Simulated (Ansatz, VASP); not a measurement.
# C in VASP and in Ansatz

```xyz
2
Lattice="0.0000 1.8093 1.8093 1.8093 0.0000 1.8093 1.8093 1.8093 0.0000" Properties=species:S:1:pos:R:3 pbc="T T T"
C     0.0000    0.0000    0.0000
C     0.9046    0.9046    0.9046
```

Change from the starting cell: functional pbesol, volume scaled by 1.04.

Alike in both runs: task single point; functional PBEsol; k mesh 13 × 13 × 13; occupations fermi-dirac, width 0.05 eV; no spin polarisation.

|  | VASP | Ansatz |
| --- | --- | --- |
| version | VASP 6.6.1 | Ansatz 0.2.0 |
| potentials or method | VASP PAW PBE potentials, release 64 (C), cutoff 600 eV | all-electron LAPW, scalar-relativistic |

```csv
,VASP,Ansatz,Ansatz less VASP
gap on the k mesh at the Fermi level (eV),3.92,3.92,+0.004
pressure (GPa),-21.8,-22.1,-0.26
```

VASP's potentials were made for PBE, not for PBEsol. Ansatz ran all-electron here, and VASP with PAW potentials.
